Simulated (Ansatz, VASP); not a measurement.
## MgO: VASP beside Ansatz

```xyz
2
Lattice="0.0000 2.1269 2.1269 2.1269 0.0000 2.1269 2.1269 2.1269 0.0000" Properties=species:S:1:pos:R:3 pbc="T T T"
Mg    0.0000    0.0000    0.0000
O     2.1269    2.1269    2.1269
```

Alike in both runs: task single point; functional PBE; k mesh 10 × 10 × 10; occupations gaussian, width 0.01 eV; no spin polarisation.

|  | VASP | Ansatz |
| --- | --- | --- |
| version | VASP 6.6.1 | Ansatz 0.2.0 |
| potentials or method | VASP PAW PBE potentials, release 64 (Mg, O), cutoff 520 eV | scalar-relativistic, plane waves, PAW |
| valence electrons in the cell | 8 | 16 |

```tsv
	VASP	Ansatz	Ansatz less VASP
gap on the k mesh at the Fermi level (eV)	4.44	4.46	+0.017
least direct gap on the mesh (eV)	4.44	4.46	+0.017
pressure (GPa)	-0.7	0.0	+0.75
```

VASP's potentials hold 8 valence electrons a cell and Ansatz's 16, so a difference there can come from the potentials and not from the codes.
